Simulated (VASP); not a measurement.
# TaN (P6/mmm) in VASP: further runs

The runs below take TaN through single point, with LDA.

Everything below comes from runs of VASP 6.6.1. Logs are shortened: lines on timing, memory, paths and dates and some standing lists are left out, and cuts for length are marked.

### Step 1. The cell of the first run

It takes space group P6/mmm (No. 191, hexagonal). Conventional cell: a = 5.185 Å, b = 5.185 Å, c = 2.908 Å, α = 90.00°, β = 90.00°, γ = 120.00°. Within 3.4 Å of Ta (site symmetry 6/mmm) lie 6 N at 2.59 Å and 14 Ta at 2.91 to 3.33 Å. Within 2.8 Å of Ta (site symmetry -6m2) lie 6 N at 2.09 Å. N (site symmetry mmm) has 6 Ta at 2.09 to 2.59 Å and 4 N at 2.59 Å within 2.8 Å.

### Step 2. Single point, LDA

File INCAR:

```
SYSTEM = TaN
PREC = Accurate
ENCUT = 520
EDIFF = 1E-6
ISMEAR = -1
SIGMA = 0.03
LREAL = .FALSE.
LASPH = .TRUE.
NELM = 100
ALGO = Normal
ISIF = 2
LWAVE = .FALSE.
LCHARG = .FALSE.
NBANDS = 33
```

File KPOINTS:

```
regular mesh
0
G
  5 5 8
  0 0 0
```

File POSCAR:

```
TaN
1.0
    5.1849992558      0.0000000000      0.0000000000
   -2.5924996279      4.4903410741      0.0000000000
    0.0000000000      0.0000000000      2.9080000000
Ta N
3 3
Direct
    0.0000000000      0.0000000000      0.0000000000
    0.3333333333      0.6666666667      0.5000000000
    0.6666666667      0.3333333333      0.5000000000
    0.5000000000      0.0000000000      0.0000000000
    0.5000000000      0.5000000000      0.0000000000
    0.0000000000      0.5000000000      0.0000000000
```

Potentials or basis: VASP PAW LDA potentials, release 64 (Ta_pv, N).

Run with:

```sh
$ cat potpaw_LDA.64/Ta_pv/POTCAR potpaw_LDA.64/N/POTCAR > POTCAR
$ mpirun -np 1 vasp_std > vasp.out
```

OUTCAR:

```text
SYSTEM = TaN
   PREC = Accurate
   ENCUT = 520
   EDIFF = 1E-6
   ISMEAR = -1
   LREAL = .FALSE.
   LASPH = .TRUE.
   NELM = 100
   ISIF = 2

 ion  position               nearest neighbor table
   1  0.000  0.000  0.000-   5 2.59   6 2.59   6 2.59   5 2.59   4 2.59   4 2.59   3 3.33   3 3.33
                             2 3.33   2 3.33   2 3.33   3 3.33   2 3.33   3 3.33   2 3.33   3 3.33
   2  0.333  0.667  0.500-   4 2.09   4 2.09   6 2.09   6 2.09   5 2.09   5 2.09   3 2.99   3 2.99
                             3 2.99   1 3.33   1 3.33   1 3.33   1 3.33   1 3.33   1 3.33
   3  0.667  0.333  0.500-   4 2.09   4 2.09   6 2.09   6 2.09   5 2.09   5 2.09   2 2.99   2 2.99
                             2 2.99   1 3.33   1 3.33   1 3.33   1 3.33   1 3.33   1 3.33
   4  0.500  0.000  0.000-   2 2.09   3 2.09   2 2.09   3 2.09   1 2.59   1 2.59
   5  0.500  0.500  0.000-   2 2.09   3 2.09   2 2.09   3 2.09   1 2.59   1 2.59
   6  0.000  0.500  0.000-   2 2.09   3 2.09   2 2.09   3 2.09   1 2.59   1 2.59

  LATTYP: Found a hexagonal cell.
 ALAT       =     5.1849992558
 C/A-ratio  =     0.5608486822

  Lattice vectors:

 A1 = (   5.1849992558,   0.0000000000,   0.0000000000)
 A2 = (  -2.5924996279,   4.4903410741,   0.0000000000)
 A3 = (   0.0000000000,   0.0000000000,   2.9080000000)

Analysis of symmetry for initial positions (statically):
=====================================================================
 Subroutine PRICEL returns:
 Original cell was already a primitive cell.

 Routine SETGRP: Setting up the symmetry group for a
 hexagonal supercell.

 Subroutine GETGRP returns: Found 24 space group operations
 (whereof 24 operations were pure point group operations)
 out of a pool of 24 trial point group operations.

The static configuration has the point symmetry D_6h.

Analysis of symmetry for dynamics (positions and initial velocities):
=====================================================================
 Subroutine PRICEL returns:
 Original cell was already a primitive cell.

 Routine SETGRP: Setting up the symmetry group for a
 hexagonal supercell.

 Subroutine GETGRP returns: Found 24 space group operations
 (whereof 24 operations were pure point group operations)
 out of a pool of 24 trial point group operations.

The dynamic configuration has the point symmetry D_6h.

 Subroutine INISYM returns: Found 24 space group operations
 (whereof 24 operations are pure point group operations),
 and found     1 'primitive' translations

----------------------------------------------------------------------------------------

                                     Primitive cell

  volume of cell :      67.7053
[... 96 lines left out ...]
   EDIFF  = 0.1E-05   stopping-criterion for ELM
   LREAL  =      F    real-space projection
   EDIFFG = 0.1E-04   stopping-criterion for IOM
   NSW    =      0    number of steps for IOM
   IBRION =     -1    ionic relax: 0-MD 1-quasi-New 2-CG
   NFREE  =      0    steps in history (QN), initial steepest desc. (CG)
   ISIF   =      2    stress and relaxation
   ISYM   =      2    0-nonsym 1-usesym 2-fastsym
   POTIM  = 0.5000    time-step for ionic-motion
   TEBEG  =    0.0;   TEEND  =   0.0 temperature during run
   PSTRESS=    0.0 pullay stress
   NELECT =      48.0000    total number of electrons
   NUPDOWN=      -1.0000    fix difference up-down
   EMIN   =  10.00;   EMAX   =-10.00  energy-range for DOS
   EFERMI =   0.00;   METHOD = LEGACY
   ISMEAR =    -1;   SIGMA  =   0.03  broadening in eV -4-tet -1-fermi 0-gaus
   EFERMI_NEDOS =   21; number of points for ismear=-14 and -15
   IALGO  =     38    algorithm
   IMIX   =      4    mixing-type and parameters
     AMIX     =   0.40;   BMIX     =  1.00
     AMIX_MAG =   1.60;   BMIX_MAG =  1.00
  volume/ion in A,a.u.               =      11.28        76.15
  Fermi-wavevector in a.u.,A,eV,Ry     =   1.459759  2.758544 28.992597  2.130896
  Thomas-Fermi vector in A             =   2.576288
   LORBIT       =      0    0 simple, 1 ext, 2 COOP (PROOUT), +10 PAW based schemes
   GGA     = CA    functional components
   LHFCALC =     F    Hartree Fock is set to
   AEXX    =    0.0000 exact exchange contribution
   IVDW    =     0    specifies the selected vdW correction
   LEPSILON=     F    determine dielectric tensor
   LRPA    =     F    only Hartree local field effects (RPA)
 non-spin polarized calculation
  energy-cutoff  :      520.00
  volume of cell :       67.71
 maximum number of plane-waves:      1858
 NGX is ok and might be reduce to    40
   NGX = 19   NGY = 19   NGZ = 11

 number of electron      48.0000007 magnetization

 Free energy of the ion-electron system (eV)
  ---------------------------------------------------
  ext. energy  EPLUGINS =         0.00000000
  ---------------------------------------------------
  free energy    TOTEN  =       -71.34727115 eV

  energy without entropy =      -71.34258128  energy(sigma->0) =      -71.34492621

 E-fermi :   8.0942     XC(G=0): -13.2875

 val. band max:        8.0926684769   @ k =   0.0000   0.0000   0.3750
 cond. band min:       8.1163393761   @ k =   0.2000   0.0000   0.2500
 fundamental gap:      0.0236708992
 Fermi energy:         8.0942446357

 k-point     1 :       0.0000    0.0000    0.0000
  band No.  band energies     occupation
      1     -27.9273      2.00000
      2     -27.9273      2.00000
      3     -27.5275      2.00000
      4     -27.5275      2.00000
      5     -27.3153      2.00000
      6     -27.1825      2.00000
[... 853 lines left out ...]
     32      12.0009      0.00000
     33      13.4713      0.00000

 [... further k-points ...]
[... 5 lines left out ...]
  --------------------------------------------------------------------------------------
  -------------------------------------------------------------------------------------
  Total       -0.9890187     -0.9890187     -1.8300968      0.0000000      0.0000000      0.0000000
  in kB      -23.4041376    -23.4041376    -43.3074104      0.0000000      0.0000000      0.0000000
  external PRESSURE =     -30.0385619 kB  Pullay stress =       0.0000000 kB

 VOLUME and BASIS-vectors are now :
 -----------------------------------------------------------------------------
  energy-cutoff  :      520.00
  volume of cell :       67.71
      direct lattice vectors                 reciprocal lattice vectors
     5.184999256  0.000000000  0.000000000     0.192864059  0.111350116  0.000000000
    -2.592499628  4.490341074  0.000000000     0.000000000  0.222700232  0.000000000
     0.000000000  0.000000000  2.908000000     0.000000000  0.000000000  0.343878955

 POSITION                                       TOTAL-FORCE (eV/Angst)
 -----------------------------------------------------------------------------------
      0.00000      0.00000      0.00000         0.000000      0.000000      0.000000
     -0.00000      2.99356      1.45400         0.000000      0.000000     -0.000000
      2.59250      1.49678      1.45400        -0.000000     -0.000000      0.000000
      2.59250      0.00000      0.00000         0.000000      0.000000      0.000000
      1.29625      2.24517      0.00000         0.000000      0.000000      0.000000
     -1.29625      2.24517      0.00000         0.000000      0.000000      0.000000
 -----------------------------------------------------------------------------------
    total drift:                               -0.000000      0.000000     -0.000000

  FREE ENERGIE OF THE ION-ELECTRON SYSTEM (eV)
  ---------------------------------------------------
  free  energy   TOTEN  =       -71.3472711462 eV

  energy  without entropy=      -71.3425812758  energy(sigma->0) =      -71.34492621
```

OSZICAR:

```text
N       E                     dE             d eps       ncg     rms          rms(c)
DAV:   1     0.442215561121E+03    0.44222E+03   -0.25975E+04  1650   0.152E+03
DAV:   2    -0.511818563471E+02   -0.49340E+03   -0.46964E+03  1851   0.443E+02
DAV:   3    -0.814710787590E+02   -0.30289E+02   -0.29610E+02  2081   0.104E+02
DAV:   4    -0.820888552720E+02   -0.61778E+00   -0.61043E+00  2052   0.140E+01
DAV:   5    -0.821045638136E+02   -0.15709E-01   -0.15681E-01  2179   0.174E+00    0.461E+01
DAV:   6    -0.720962131954E+02    0.10008E+02   -0.49255E+01  1980   0.383E+01    0.200E+01
DAV:   7    -0.715783166732E+02    0.51790E+00   -0.41211E+00  2116   0.143E+01    0.114E+01
DAV:   8    -0.713883988728E+02    0.18992E+00   -0.70022E-01  2075   0.520E+00    0.387E+00
DAV:   9    -0.713487842389E+02    0.39615E-01   -0.98664E-02  2053   0.280E+00    0.447E-01
DAV:  10    -0.713475721146E+02    0.12121E-02   -0.13411E-02  2028   0.612E-01    0.181E-01
DAV:  11    -0.713472921979E+02    0.27992E-03   -0.17730E-03  2065   0.275E-01    0.502E-02
DAV:  12    -0.713472716255E+02    0.20572E-04   -0.14671E-04  2050   0.732E-02    0.214E-02
DAV:  13    -0.713472711462E+02    0.47934E-06   -0.71067E-06  2026   0.168E-02
   1 F= -.71347271E+02 E0= -.71344926E+02  d E =-.468987E-02
```

stdout:

```text
POSCAR found type information on POSCAR TaN
 POSCAR found :  2 types and       6 ions
 scaLAPACK will be used
 LDA part: xc-table for (Slater(with rela. corr.)+CA(PZ))
 , standard interpolation
 POSCAR, INCAR and KPOINTS ok, starting setup
 FFT: planning ... GRIDC
 FFT: planning ... GRID_SOFT
 FFT: planning ... GRID
 WAVECAR not read
 entering main loop
```

Run time: 48 s. Hardware: 1 thread of Intel Xeon Platinum 8259CL at 2.50GHz (Skylake/Cascade Lake), shared host; peak memory 0.18 GiB.

What came out:

* Free energy: -71.3473 eV
* Pressure: -3.0 GPa
* Band gap on the k mesh: zero (band 24 reaches 8.93 eV, above the bottom of band 25 at 6.78 eV)

Caveat: spin-orbit coupling is left out, which moves the levels of the heavy elements.

### Step 3. Single point, LDA (zz strain of -2 %)

File INCAR:

```
PREC = Accurate ; ENCUT = 520
EDIFF = 1E-7 ; ISMEAR = -1
SIGMA = 0.03 ; LREAL = F
LASPH = T ; NELM = 60
ALGO = Normal ; ISIF = 2
LWAVE = F ; LCHARG = F
GGA = CA ; NBANDS = 33
```

File KPOINTS:

```
Automatic mesh
0
Gamma
  5 5 8
```

Edit POSCAR of step 2 so:

```diff
@@ -4,3 +4,3 @@
    -2.5924996279      4.4903410741      0.0000000000
-    0.0000000000      0.0000000000      2.9080000000
+    0.0000000000      0.0000000000      2.8498400000
 Ta N
```

Potentials or basis: VASP PAW LDA potentials, release 64 (Ta_pv, N).

Run with:

```sh
$ cat potpaw_LDA.64/Ta_pv/POTCAR potpaw_LDA.64/N/POTCAR > POTCAR
$ mpirun -np 1 vasp_std > vasp.out
```

OUTCAR:

```text
PREC = Accurate
   ENCUT = 520
   EDIFF = 1E-7
   ISMEAR = -1
   LREAL = F
   LASPH = T
   NELM = 60
   ISIF = 2
   GGA = CA

 ion  position               nearest neighbor table
   1  0.000  0.000  0.000-   5 2.59   6 2.59   6 2.59   5 2.59   4 2.59   4 2.59   3 3.32   3 3.32
                             2 3.32   2 3.32   2 3.32   3 3.32   2 3.32   3 3.32   2 3.32   3 3.32
   2  0.333  0.667  0.500-   4 2.07   4 2.07   6 2.07   6 2.07   5 2.07   5 2.07   3 2.99   3 2.99
                             3 2.99   1 3.32   1 3.32   1 3.32   1 3.32   1 3.32   1 3.32
[... 1076 lines left out ...]
  Total        1.0535721      1.0535721      4.8925336      0.0000000      0.0000000      0.0000000
  in kB       25.4405408     25.4405408    118.1397072      0.0000000      0.0000000      0.0000000
  external PRESSURE =      56.3402629 kB  Pullay stress =       0.0000000 kB

 VOLUME and BASIS-vectors are now :
 -----------------------------------------------------------------------------
  energy-cutoff  :      520.00
  volume of cell :       66.35
      direct lattice vectors                 reciprocal lattice vectors
     5.184999256  0.000000000  0.000000000     0.192864059  0.111350116  0.000000000
    -2.592499628  4.490341074  0.000000000     0.000000000  0.222700232  0.000000000
     0.000000000  0.000000000  2.849840000     0.000000000  0.000000000  0.350896892

 POSITION                                       TOTAL-FORCE (eV/Angst)
 -----------------------------------------------------------------------------------
      0.00000      0.00000      0.00000        -0.000000      0.000000      0.000000
     -0.00000      2.99356      1.42492         0.000000      0.000000      0.000000
      2.59250      1.49678      1.42492        -0.000000     -0.000000      0.000000
      2.59250      0.00000      0.00000        -0.000000      0.000000      0.000000
      1.29625      2.24517      0.00000        -0.000000      0.000000      0.000000
     -1.29625      2.24517      0.00000        -0.000000      0.000000      0.000000
 -----------------------------------------------------------------------------------
    total drift:                               -0.000000      0.000000     -0.000000

  FREE ENERGIE OF THE ION-ELECTRON SYSTEM (eV)
  ---------------------------------------------------
  free  energy   TOTEN  =       -71.3166941281 eV

  energy  without entropy=      -71.3129189447  energy(sigma->0) =      -71.31480654
```

OSZICAR:

```text
N       E                     dE             d eps       ncg     rms          rms(c)
DAV:   1     0.437379504863E+03    0.43738E+03   -0.26012E+04  1650   0.153E+03
DAV:   2    -0.537094248246E+02   -0.49109E+03   -0.46904E+03  1895   0.442E+02
DAV:   3    -0.814042949994E+02   -0.27695E+02   -0.27062E+02  2011   0.101E+02
DAV:   4    -0.819512256034E+02   -0.54693E+00   -0.54142E+00  2097   0.132E+01
DAV:   5    -0.819630417587E+02   -0.11816E-01   -0.11802E-01  2075   0.156E+00    0.486E+01
DAV:   6    -0.720216599578E+02    0.99414E+01   -0.47727E+01  1977   0.382E+01    0.212E+01
DAV:   7    -0.715511676474E+02    0.47049E+00   -0.40169E+00  2093   0.146E+01    0.119E+01
DAV:   8    -0.713573465841E+02    0.19382E+00   -0.66522E-01  2032   0.531E+00    0.407E+00
DAV:   9    -0.713184811548E+02    0.38865E-01   -0.93368E-02  2042   0.275E+00    0.462E-01
DAV:  10    -0.713170642123E+02    0.14169E-02   -0.16141E-02  2080   0.699E-01    0.181E-01
DAV:  11    -0.713167031425E+02    0.36107E-03   -0.21339E-03  2025   0.308E-01    0.486E-02
DAV:  12    -0.713166943833E+02    0.87592E-05   -0.10594E-04  2001   0.678E-02    0.196E-02
DAV:  13    -0.713166940671E+02    0.31626E-06   -0.56827E-06  2090   0.169E-02    0.443E-03
DAV:  14    -0.713166941281E+02   -0.61034E-07   -0.51260E-07  1847   0.441E-03
   1 F= -.71316694E+02 E0= -.71314807E+02  d E =-.377518E-02
```

Run time: 84 s. Hardware: 1 thread of Intel Xeon 8259CL, shared host; peak memory 0.18 GiB.

What came out:

- Free energy: -71.3167 eV
- Pressure: 5.6 GPa
- Band gap on the k mesh: zero (band 24 reaches 9.19 eV, above the bottom of band 25 at 6.91 eV)

Caveat: the cell differs from its parent crystal (zz strain of -2 %); spin-orbit coupling is left out, which moves the levels of the heavy elements.

### Step 4. Single point, LDA (zz strain of +1 %)

File INCAR:

```
SYSTEM = TaN
  ALGO = Normal
  EDIFF = 1E-6
  ENCUT = 520
  ISIF = 2
  ISMEAR = -1
  LASPH = .TRUE.
  LCHARG = .FALSE.
  LREAL = .FALSE.
  LWAVE = .FALSE.
  NBANDS = 33
  NELM = 100
  PREC = Accurate
  SIGMA = 0.03
```

File KPOINTS:

```
k-points
0
G
  5 5 8
  0 0 0
```

Edit POSCAR of step 3 so:

```diff
@@ -4,3 +4,3 @@
    -2.5924996279      4.4903410741      0.0000000000
-    0.0000000000      0.0000000000      2.8498400000
+    0.0000000000      0.0000000000      2.9370800000
 Ta N
```

Run with:

```sh
$ cat potpaw_LDA.64/Ta_pv/POTCAR potpaw_LDA.64/N/POTCAR > POTCAR
$ mpirun -np 1 vasp_std > vasp.out
```

Run time: 80 s. Hardware: 1 thread of Intel Xeon 8259CL, shared host; peak memory 0.19 GiB.

It converged, with:

```
Free energy            : -71.3141 eV
Pressure               : -6.9 GPa
Band gap on the k mesh : zero (band 24 reaches 8.80 eV, above the bottom of band 25 at 6.71 eV)
```

Stress tensor (GPa, compression positive):
```
 -4.58   0.00   0.00
  0.00  -4.58   0.00
  0.00   0.00 -11.61
```

Levels at points of the mesh, in eV from the Fermi level:
```csv
k point,band 20,band 21,band 22,band 23,band 24,band 25,band 26,band 27,band 28,band 29
"(0.00, 0.00, 0.00)",-2.88,-2.88,-2.39,-1.97,-1.25,-1.25,0.68,0.68,1.31,2.12
"(0.00, 0.00, 0.50)",-3.69,-2.98,-2.98,-1.85,0.84,0.84,1.35,1.75,2.52,2.52
```

Caveat: the cell differs from its parent crystal (zz strain of +1 %); spin-orbit coupling is left out, which moves the levels of the heavy elements.

### Step 5. Single point, LDA (zz strain of +3 %)

File INCAR:

```
PREC = Accurate ; ENCUT = 520
EDIFF = 1E-6 ; ISMEAR = -1
SIGMA = 0.03 ; LREAL = False
LASPH = True ; NELM = 100
ALGO = Normal ; ISIF = 2
LWAVE = False ; LCHARG = False
NBANDS = 33
```

File KPOINTS:

```
regular mesh
0
Gamma
  5 5 8
```

Edit POSCAR of step 4 so:

```diff
@@ -4,3 +4,3 @@
    -2.5924996279      4.4903410741      0.0000000000
-    0.0000000000      0.0000000000      2.9370800000
+    0.0000000000      0.0000000000      2.9952400000
 Ta N
```

Run with:

```sh
$ cat potpaw_LDA.64/Ta_pv/POTCAR potpaw_LDA.64/N/POTCAR > POTCAR
$ mpirun -np 1 vasp_std > vasp.out
```

Run time: 86 s. Hardware: 1 thread of Intel Xeon 8259CL, shared host; peak memory 0.19 GiB.

The run converged. Its results:

```
Free energy            : -71.1582 eV
Pressure               : -14.1 GPa
Band gap on the k mesh : zero (band 24 reaches 8.57 eV, above the bottom of band 25 at 6.58 eV)
```

Stress tensor (GPa, compression positive):
```
 -8.43   0.00   0.00
  0.00  -8.43   0.00
  0.00   0.00 -25.29
```

Levels at points of the mesh, in eV from the Fermi level:
| k point | band 20 | band 21 | band 22 | band 23 | band 24 | band 25 | band 26 | band 27 | band 28 | band 29 |
| --- | --- | --- | --- | --- | --- | --- | --- | --- | --- | --- |
| (0.00, 0.00, 0.00) | -2.65 | -2.65 | -2.20 | -1.76 | -1.13 | -1.13 | 0.54 | 0.54 | 1.44 | 2.02 |
| (0.00, 0.00, 0.50) | -3.59 | -2.77 | -2.77 | -1.71 | 0.85 | 0.85 | 1.06 | 1.75 | 2.56 | 2.56 |

Caveat: the cell differs from its parent crystal (zz strain of +3 %); spin-orbit coupling is left out, which moves the levels of the heavy elements.

### Step 6. Summary

```csv
cell,gap on the mesh (eV),pressure (GPa)
"a = 5.185, b = 5.185, c = 2.908 Å, angles 90.0, 90.0, 120.0°, 6 atoms",none,-3.0
"a = 5.185, b = 5.185, c = 2.850 Å, angles 90.0, 90.0, 120.0°, 6 atoms",none,5.6
"a = 5.185, b = 5.185, c = 2.937 Å, angles 90.0, 90.0, 120.0°, 6 atoms",none,-6.9
"a = 5.185, b = 5.185, c = 2.995 Å, angles 90.0, 90.0, 120.0°, 6 atoms",none,-14.1
```

Alike in all rows: task single point; level LDA; potentials or basis VASP PAW LDA potentials, release 64 (Ta_pv, N); no spin polarisation; k mesh 5 × 5 × 8; cutoff (eV) 520; smearing fermi-dirac 0.03 eV.

Caveats: spin-orbit coupling is left out, which moves the levels of the heavy elements.

Total energies depend on the potentials used, so only differences within one code and one set of settings carry meaning.
